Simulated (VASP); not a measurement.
Set up this calculation in VASP 6.6.1, as the native input.

| Item | Value |
| --- | --- |
| Task | single point |
| Functional | r2SCAN |
| Potentials or basis | VASP PAW PBE potentials, release 64 (B, N) |
| Cutoff | 520 eV |
| k mesh | 12 × 12 × 4 |
| Occupations | gaussian, width 0.05 eV |
| Spin | no spin polarisation |
| Dipole correction | no |
| Further INCAR settings | ALGO = Normal; EDIFF = 1e-06; NBANDS = 16 |

Crystal: BN.

```
CELL_PARAMETERS angstrom
2.50098 0.00000 0.00000
-1.25049 2.16591 -0.06498
0.00000 -0.20622 6.87416
ATOMIC_POSITIONS crystal
B 0.33333 0.66667 0.25000
B 0.66667 0.33333 0.75000
N 0.33333 0.66667 0.75000
N 0.66667 0.33333 0.25000
```

This cell differs from its parent crystal: strain -0.0600 x Voigt [0, 0, 0, 1, 0, 0].

The input as run:

POSCAR

```
BN
1.0
    2.5009753125      0.0000000000      0.0000000000
   -1.2504876563      2.1659081548     -0.0649772446
    0.0000000000     -0.2062248500      6.8741616654
B N
2 2
Direct
    0.3333333333      0.6666666667      0.2500000000
    0.6666666667      0.3333333333      0.7500000000
    0.3333333333      0.6666666667      0.7500000000
    0.6666666667      0.3333333333      0.2500000000
```

INCAR.step1

```
SYSTEM = BN
ALGO = Normal
EDIFF = 1E-4
ENCUT = 520
GGA = PE
ISMEAR = 0
LASPH = .TRUE.
LCHARG = .FALSE.
LREAL = .FALSE.
LWAVE = .TRUE.
NBANDS = 16
NELM = 100
PREC = Accurate
SIGMA = 0.05
```

INCAR.step2

```
SYSTEM = BN
ALGO = Normal
EDIFF = 1E-6
ENCUT = 520
ISIF = 2
ISMEAR = 0
ISTART = 1
LASPH = .TRUE.
LCHARG = .FALSE.
LMIXTAU = .TRUE.
LREAL = .FALSE.
LWAVE = .FALSE.
METAGGA = R2SCAN
NBANDS = 16
NELM = 100
PREC = Accurate
SIGMA = 0.05
```

KPOINTS

```
k-points
0
G
  12 12 4
  0 0 0
```

Potentials or basis: VASP PAW PBE potentials, release 64 (B, N).

Command:

```sh
$ cat potpaw_PBE.64/B/POTCAR potpaw_PBE.64/N/POTCAR > POTCAR
$ cp INCAR.step1 INCAR
$ mpirun -np 1 vasp_std > vasp.out
$ cp INCAR.step2 INCAR
$ mpirun -np 1 vasp_std > vasp.out
```

Results of the run:

```
Pressure               : 0.2 GPa
Largest force          : 0.004 eV/Å
Band gap on the k mesh : 4.85 eV, indirect (least direct gap 5.12 eV)
```

Caveat: the cell differs from its parent crystal (strain -0.0600 x Voigt [0, 0, 0, 1, 0, 0]); the PAW data sets were made with another functional, which shifts forces and pressure a little.

It took 5.7 min on 1 thread of Intel(R) Xeon(R) Platinum 8259CL CPU @ 2.50GHz (Skylake/Cascade Lake) (shared host), peak memory 0.21 GiB.
